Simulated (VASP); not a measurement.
Write the native input for VASP 6.6.1 that does the following.

| Property | Result |
| --- | --- |
| Task | single point |
| Functional | r2SCAN |
| Potentials or basis | VASP PAW PBE potentials, release 64 (Zn) |
| Cutoff | 520 eV |
| k mesh | 13 × 13 × 13 |
| Occupations | methfessel-paxton, width 0.3 eV |
| Spin | no spin polarisation |
| Dipole correction | no |
| Further INCAR settings | ALGO = Normal; EDIFF = 1e-07; NBANDS = 12 |

The system is Zn.

```xyz
1
Lattice="0.0000 1.9516 1.9516 1.9516 0.0000 1.9516 1.9516 1.9516 0.0000" Properties=species:S:1:pos:R:3 pbc="T T T"
Zn    0.0000    0.0000    0.0000
```

The input as run:

POSCAR

```
Zn
1.0
    0.0000000000      1.9515891866      1.9515891866
    1.9515891866      0.0000000000      1.9515891866
    1.9515891866      1.9515891866      0.0000000000
Zn
1
Direct
    0.0000000000      0.0000000000      0.0000000000
```

INCAR.step1

```
SYSTEM = Zn
ALGO = Normal
EDIFF = 1E-4
ENCUT = 520
GGA = PE
ISMEAR = 1
LASPH = .True.
LCHARG = .False.
LREAL = .False.
LWAVE = .True.
NBANDS = 12
NELM = 100
PREC = Accurate
SIGMA = 0.3
```

INCAR.step2

```
SYSTEM = Zn
ALGO = Normal
EDIFF = 1E-7
ENCUT = 520
ISIF = 2
ISMEAR = 1
ISTART = 1
LASPH = .True.
LCHARG = .False.
LMIXTAU = .True.
LREAL = .False.
LWAVE = .False.
METAGGA = R2SCAN
NBANDS = 12
NELM = 100
PREC = Accurate
SIGMA = 0.3
```

KPOINTS

```
k-points
0
Gamma
  13 13 13
  0 0 0
```

Potentials or basis: VASP PAW PBE potentials, release 64 (Zn).

Launch:

```sh
$ cat potpaw_PBE.64/Zn/POTCAR > POTCAR
$ cp INCAR.step1 INCAR
$ mpirun -np 1 vasp_std > vasp.out
$ cp INCAR.step2 INCAR
$ mpirun -np 1 vasp_std > vasp.out
```

Results of the run:

```yaml
Pressure: -2.8 GPa
Band_gap_on_the_k_mesh: zero (band 6 reaches 4.19 eV, above the bottom of band 7 at 1.98 eV)
```

Caveat: the PAW data sets were made with another functional, which shifts forces and pressure a little.

Run time: 27 s on 1 thread of Intel(R) Xeon(R) 6975P-C (Granite Rapids), with other jobs on the host, peak memory 0.15 GiB.
